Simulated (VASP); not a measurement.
# KBr in VASP: a series of runs, part 2 of 2

VASP 6.6.1. Earlier steps stand in the parts before.

### 3 Single point, PBE (one atom moved)

INCAR

```
PREC = Accurate ; ENCUT = 520
EDIFF = 1E-6 ; ISMEAR = 0
SIGMA = 0.02 ; LREAL = F
LASPH = T ; NELM = 100
ALGO = Normal ; ISIF = 2
LWAVE = F ; LCHARG = F
GGA = PE ; NBANDS = 15
```

KPOINTS

```
Automatic mesh
0
Gamma
  6 6 6
```

POSCAR

```
KBr
1.0
    0.0000000000      3.2925000000      3.2925000000
    3.2925000000      0.0000000000      3.2925000000
    3.2925000000      3.2925000000      0.0000000000
K Br
1 1
Direct
    0.0000000000      0.0000000000      0.0000000000
    0.4772209567      0.5227790433      0.5227790433
```

Potentials or basis: VASP PAW PBE potentials, release 64 (K_sv, Br).

Command:

```console
$ cat potpaw_PBE.64/K_sv/POTCAR potpaw_PBE.64/Br/POTCAR > POTCAR
$ mpirun -np 1 vasp_std > vasp.out
```

OUTCAR:

```text
PREC = Accurate
   ENCUT = 520
   EDIFF = 1E-6
   ISMEAR = 0
   LREAL = F
   LASPH = T
   NELM = 100
   ISIF = 2
   GGA = PE

 ion  position               nearest neighbor table
   1  0.000  0.000  0.000-   2 3.14   2 3.30   2 3.30   2 3.30   2 3.30
   2  0.477  0.523  0.523-   1 3.14   1 3.30   1 3.30   1 3.30   1 3.30

  LATTYP: Found a face centered cubic cell.
 ALAT       =     6.5850000000

  Lattice vectors:

 A1 = (   0.0000000000,   3.2925000000,   3.2925000000)
 A2 = (   3.2925000000,   0.0000000000,   3.2925000000)
 A3 = (   3.2925000000,   3.2925000000,   0.0000000000)

Analysis of symmetry for initial positions (statically):
=====================================================================
 Subroutine PRICEL returns:
 Original cell was already a primitive cell.

 Routine SETGRP: Setting up the symmetry group for a
 face centered cubic supercell.

 Subroutine GETGRP returns: Found  8 space group operations
 (whereof  8 operations were pure point group operations)
 out of a pool of 48 trial point group operations.

The static configuration has the point symmetry C_4v.

Analysis of symmetry for dynamics (positions and initial velocities):
=====================================================================
 Subroutine PRICEL returns:
 Original cell was already a primitive cell.

 Routine SETGRP: Setting up the symmetry group for a
 face centered cubic supercell.

 Subroutine GETGRP returns: Found  8 space group operations
 (whereof  8 operations were pure point group operations)
 out of a pool of 48 trial point group operations.

The dynamic configuration has the point symmetry C_4v.

 Subroutine INISYM returns: Found  8 space group operations
 (whereof  8 operations are pure point group operations),
 and found     1 'primitive' translations

----------------------------------------------------------------------------------------

                                     Primitive cell

  volume of cell :      71.3851

  direct lattice vectors                    reciprocal lattice vectors
     0.000000000  3.292500000  3.292500000    -0.151860289  0.151860289  0.151860289
     3.292500000  0.000000000  3.292500000     0.151860289 -0.151860289  0.151860289
     3.292500000  3.292500000  0.000000000     0.151860289  0.151860289 -0.151860289

  length of vectors
     4.656298154  4.656298154  4.656298154     0.263029735  0.263029735  0.263029735

  position of ions in fractional coordinates (direct lattice)
     0.000000000  0.000000000  0.000000000
     0.477220957  0.522779043  0.522779043

  ion indices of the primitive-cell ions
   primitive index   ion index
                 1           1
                 2           2

----------------------------------------------------------------------------------------

 KPOINTS: Automatic mesh

Automatic generation of k-mesh.
 Grid dimensions read from file:
 generate k-points for:    6    6    6

 Generating k-lattice:
[... 22 lines left out ...]
  0.500000  0.000000  0.000000      4.000000
  0.166667  0.166667  0.000000      4.000000
  0.000000  0.166667  0.166667      2.000000
[... 16 lines left out ...]
  0.500000  0.333333  0.166667      8.000000
  0.166667  0.500000  0.333333      8.000000
 [... further k-points ...]
   k-points           NKPTS =     30   k-points in BZ     NKDIM =     30   number of bands    NBANDS=     15
   number of dos      NEDOS =    301   number of ions     NIONS =      2
   total plane-waves  NPLWV =  46656
   dimension x,y,z NGX =    36 NGY =   36 NGZ =   36
   dimension x,y,z NGXF=    72 NGYF=   72 NGZF=   72
   ions per type =               1   1
   NGX,Y,Z   is equivalent  to a cutoff of  12.85, 12.85, 12.85 a.u.
   NGXF,Y,Z  is equivalent  to a cutoff of  25.71, 25.71, 25.71 a.u.
 SYSTEM =  unknown system
   PREC   = accura    normal or accurate (medium, high low for compatibility)
   ISTART =      0    job   : 0-new  1-cont  2-samecut
   ICHARG =      2    charge: 1-file 2-atom 10-const
   ISPIN  =      1    spin polarized calculation?
   LNONCOLLINEAR =      F non collinear calculations
   LSORBIT =      F    spin-orbit coupling
   LASPH  =      T    aspherical Exc in radial PAW
   ENCUT  =  520.0 eV  38.22 Ry    6.18 a.u.   8.66  8.66  8.66*2*pi/ulx,y,z
   NELM   =    100;   NELMIN=  2; NELMDL= -5     # of ELM steps
   EDIFF  = 0.1E-05   stopping-criterion for ELM
   LREAL  =      F    real-space projection
   EDIFFG = 0.1E-04   stopping-criterion for IOM
   NSW    =      0    number of steps for IOM
   IBRION =     -1    ionic relax: 0-MD 1-quasi-New 2-CG
   NFREE  =      0    steps in history (QN), initial steepest desc. (CG)
   ISIF   =      2    stress and relaxation
   ISYM   =      2    0-nonsym 1-usesym 2-fastsym
   POTIM  = 0.5000    time-step for ionic-motion
   TEBEG  =    0.0;   TEEND  =   0.0 temperature during run
   PSTRESS=    0.0 pullay stress
   NELECT =      16.0000    total number of electrons
   NUPDOWN=      -1.0000    fix difference up-down
   EMIN   =  10.00;   EMAX   =-10.00  energy-range for DOS
   EFERMI =   0.00;   METHOD = LEGACY
   ISMEAR =     0;   SIGMA  =   0.02  broadening in eV -4-tet -1-fermi 0-gaus
   EFERMI_NEDOS =   21; number of points for ismear=-14 and -15
   IALGO  =     38    algorithm
   IMIX   =      4    mixing-type and parameters
     AMIX     =   0.40;   BMIX     =  1.00
     AMIX_MAG =   1.60;   BMIX_MAG =  1.00
  volume/ion in A,a.u.               =      35.69       240.87
  Fermi-wavevector in a.u.,A,eV,Ry     =   0.994441  1.879221 13.454978  0.988913
  Thomas-Fermi vector in A             =   2.126392
   LORBIT       =      0    0 simple, 1 ext, 2 COOP (PROOUT), +10 PAW based schemes
   GGA     = PE    functional components
   LHFCALC =     F    Hartree Fock is set to
   AEXX    =    0.0000 exact exchange contribution
   IVDW    =     0    specifies the selected vdW correction
   LEPSILON=     F    determine dielectric tensor
   LRPA    =     F    only Hartree local field effects (RPA)
 non-spin polarized calculation
 Gauss-broadening in eV      SIGMA  =   0.02
  energy-cutoff  :      520.00
  volume of cell :       71.39
 maximum number of plane-waves:      1948
 NGX is ok and might be reduce to    36
   NGX = 17   NGY = 17   NGZ = 17

 number of electron      16.0000001 magnetization

 Free energy of the ion-electron system (eV)
  ---------------------------------------------------
  ext. energy  EPLUGINS =         0.00000000
  ---------------------------------------------------
  free energy    TOTEN  =        -6.19762824 eV

  energy without entropy =       -6.19762824  energy(sigma->0) =       -6.19762824

 E-fermi :  -1.6025     XC(G=0):  -7.3949

 val. band max:       -1.7212585525   @ k =   0.0000   0.0000   0.0000
 cond. band min:       2.7380924709   @ k =   0.0000   0.0000   0.0000
 fundamental gap:      4.4593510234
 Fermi energy:        -1.6024606706

 k-point     1 :       0.0000    0.0000    0.0000
  band No.  band energies     occupation
      1     -29.4740      2.00000
      2     -14.0230      2.00000
      3     -12.9521      2.00000
      4     -12.9521      2.00000
      5     -12.9489      2.00000
      6      -1.7213      2.00000
      7      -1.7213      2.00000
      8      -1.7213      2.00000
      9       2.7381      0.00000
     10       5.9055      0.00000
     11       5.9130      0.00000
     12       5.9130      0.00000
     13       6.7277      0.00000
     14       6.7666      0.00000
[... 401 lines left out ...]
      2     -14.0900      2.00000
      3     -12.9928      2.00000
      4     -12.9758      2.00000
      5     -12.8171      2.00000
      6      -2.5851      2.00000
      7      -2.0943      2.00000
      8      -2.0608      2.00000
      9       5.1299      0.00000
     10       5.3580      0.00000
     11       7.1556      0.00000
     12       7.9803      0.00000
     13       8.0274      0.00000
     14       8.3722      0.00000
     15       9.3589      0.00000

 [... further k-points ...]

------------------------ aborting loop because EDIFF is reached ----------------------------------------

  FORCE on cell =-STRESS in cart. coord.  units (eV):
  Direction    XX          YY          ZZ          XY          YZ          ZX
  --------------------------------------------------------------------------------------
  -------------------------------------------------------------------------------------
  Total        0.5947775      0.3735375      0.3735375      0.0000000     -0.0000000      0.0000000
  in kB       13.3492786      8.3837334      8.3837334      0.0000000     -0.0000000      0.0000000
  external PRESSURE =      10.0389151 kB  Pullay stress =       0.0000000 kB

 VOLUME and BASIS-vectors are now :
 -----------------------------------------------------------------------------
  energy-cutoff  :      520.00
  volume of cell :       71.39
      direct lattice vectors                 reciprocal lattice vectors
     0.000000000  3.292500000  3.292500000    -0.151860289  0.151860289  0.151860289
     3.292500000  0.000000000  3.292500000     0.151860289 -0.151860289  0.151860289
     3.292500000  3.292500000  0.000000000     0.151860289  0.151860289 -0.151860289

 POSITION                                       TOTAL-FORCE (eV/Angst)
 -----------------------------------------------------------------------------------
      0.00000      0.00000      0.00000         0.205759      0.000000      0.000000
      3.44250      3.29250      3.29250        -0.205759      0.000000      0.000000
 -----------------------------------------------------------------------------------
    total drift:                                0.000008      0.000000      0.000000

  FREE ENERGIE OF THE ION-ELECTRON SYSTEM (eV)
  ---------------------------------------------------
  free  energy   TOTEN  =        -6.1976282358 eV

  energy  without entropy=       -6.1976282358  energy(sigma->0) =       -6.19762824
```

OSZICAR:

```text
N       E                     dE             d eps       ncg     rms          rms(c)
DAV:   1     0.102302238954E+03    0.10230E+03   -0.68392E+03   900   0.930E+02
DAV:   2    -0.144594308190E+00   -0.10245E+03   -0.93703E+02  1145   0.231E+02
DAV:   3    -0.616634947658E+01   -0.60218E+01   -0.59867E+01  1250   0.499E+01
DAV:   4    -0.636925522888E+01   -0.20291E+00   -0.20286E+00  1318   0.825E+00
DAV:   5    -0.637082046846E+01   -0.15652E-02   -0.15652E-02  1257   0.841E-01    0.320E+00
DAV:   6    -0.619872441902E+01    0.17210E+00   -0.21811E-01  1131   0.226E+00    0.233E+00
DAV:   7    -0.618765243295E+01    0.11072E-01   -0.10966E-01  1222   0.179E+00    0.105E+00
DAV:   8    -0.619656756803E+01   -0.89151E-02   -0.12050E-02   997   0.807E-01    0.121E-01
DAV:   9    -0.619728954664E+01   -0.72198E-03   -0.73700E-04  1250   0.167E-01    0.771E-02
DAV:  10    -0.619760836931E+01   -0.31882E-03   -0.32024E-04   956   0.103E-01    0.123E-02
DAV:  11    -0.619762642966E+01   -0.18060E-04   -0.27787E-05  1183   0.311E-02    0.601E-03
DAV:  12    -0.619762811224E+01   -0.16826E-05   -0.27553E-06   997   0.114E-02    0.211E-03
DAV:  13    -0.619762823581E+01   -0.12357E-06   -0.34682E-07  1017   0.354E-03
   1 F= -.61976282E+01 E0= -.61976282E+01  d E =-.733128E-19
```

stdout:

```text
POSCAR found type information on POSCAR K Br
 POSCAR found :  2 types and       2 ions
 scaLAPACK will be used
 LDA part: xc-table for (Slater+PW92), standard interpolation
 POSCAR, INCAR and KPOINTS ok, starting setup
 FFT: planning ... GRIDC
 FFT: planning ... GRID_SOFT
 FFT: planning ... GRID
 WAVECAR not read
 entering main loop
```

Wall time 12 s (1 thread of Intel Xeon 6975P-C (Granite Rapids), shared host); peak memory 0.22 GiB.

What came out:

| Quantity | Value |
| --- | --- |
| Free energy | -6.1976 eV |
| Pressure | 1.0 GPa |
| Largest force | 0.206 eV/Å |
| Band gap on the k mesh | 4.46 eV, direct |

Forces on the atoms (eV/Å):
```
K    0.206  0.000  0.000
Br  -0.206  0.000  0.000
```

Stress tensor (GPa, compression positive):
```
1.33 0.00 0.00
0.00 0.84 0.00
0.00 0.00 0.84
```

Caveat: the cell differs from its parent crystal (one atom moved).

### 4 Single point, PBE (atoms moved at random and the cell strained at random)

INCAR

```
PREC = Accurate
ENCUT = 520
EDIFF = 1E-6
ISMEAR = 0
SIGMA = 0.02
LREAL = F
LASPH = T
NELM = 100
ALGO = Normal
ISIF = 2
LWAVE = F
LCHARG = F
GGA = PE
NBANDS = 15
```

KPOINTS is that of step 3.

POSCAR

```
KBr
1.0
   -0.0083629500      3.1980052500      3.2429149500
    3.3412948500      0.0189648000      3.2155872000
    3.3073162500      3.1366989000      0.0529434000
K Br
1 1
Direct
   -0.0207441154      0.0189369780      0.0090235383
    0.5207441154      0.4810630220      0.4909764617
```

Potentials or basis: VASP PAW PBE potentials, release 64 (K_sv, Br).

Command:

```console
$ cat potpaw_PBE.64/K_sv/POTCAR potpaw_PBE.64/Br/POTCAR > POTCAR
$ mpirun -np 1 vasp_std > vasp.out
```

OUTCAR:

```text
PREC = Accurate
   ENCUT = 520
   EDIFF = 1E-6
   ISMEAR = 0
   LREAL = F
   LASPH = T
   NELM = 100
   ISIF = 2
   GGA = PE

 ion  position               nearest neighbor table
   1  0.979  0.019  0.009-   2 3.09   2 3.14   2 3.20   2 3.22   2 3.24
   2  0.521  0.481  0.491-   1 3.09   1 3.14   1 3.20   1 3.22   1 3.24

  LATTYP: Found a triclinic cell.
 ALAT       =     4.6014568906
 B/A-ratio  =     2.4560806623
 C/A-ratio  =     0.9651598245
 COS(alpha) =     0.0026204258
[... 624 lines left out ...]

------------------------ aborting loop because EDIFF is reached ----------------------------------------

  FORCE on cell =-STRESS in cart. coord.  units (eV):
  Direction    XX          YY          ZZ          XY          YZ          ZX
  --------------------------------------------------------------------------------------
  -------------------------------------------------------------------------------------
  Total        0.6492629      1.3807044      0.9873711      0.0658359     -0.0492198     -0.0042731
  in kB       15.4535308     32.8630489     23.5010666      1.5670031     -1.1715137     -0.1017057
  external PRESSURE =      23.9392154 kB  Pullay stress =       0.0000000 kB

 VOLUME and BASIS-vectors are now :
 -----------------------------------------------------------------------------
  energy-cutoff  :      520.00
  volume of cell :       67.31
      direct lattice vectors                 reciprocal lattice vectors
    -0.008362950  3.198005250  3.242914950    -0.149825751  0.155363101  0.154766625
     3.341294850  0.018964800  3.215587200     0.148598804 -0.159340357  0.157516935
     3.307316250  3.136698900  0.052943400     0.151855631  0.161370237 -0.158743881

 POSITION                                       TOTAL-FORCE (eV/Angst)
 -----------------------------------------------------------------------------------
      0.08493      3.16033      3.23701        -0.197984      0.174809      0.022441
      3.22683      3.21451      3.26162         0.197984     -0.174809     -0.022441
 -----------------------------------------------------------------------------------
    total drift:                               -0.000061     -0.000065      0.000010

  FREE ENERGIE OF THE ION-ELECTRON SYSTEM (eV)
  ---------------------------------------------------
  free  energy   TOTEN  =        -6.1367752171 eV

  energy  without entropy=       -6.1367752171  energy(sigma->0) =       -6.13677522
```

Run time: 45 s. Hardware: 1 thread of Intel Xeon 6975P-C (Granite Rapids), shared host; peak memory 0.27 GiB.

What came out:

- Free energy: -6.1368 eV
- Pressure: 2.4 GPa
- Largest force: 0.265 eV/Å
- Band gap on the k mesh: 4.57 eV, direct

Forces on the atoms (eV/Å):
```
K   -0.198  0.175  0.022
Br   0.198 -0.175 -0.022
```

Stress tensor (GPa, compression positive):
```
 1.55  0.16 -0.01
 0.16  3.29 -0.12
-0.01 -0.12  2.35
```

Caveat: the cell differs from its parent crystal (atoms moved at random and the cell strained at random).
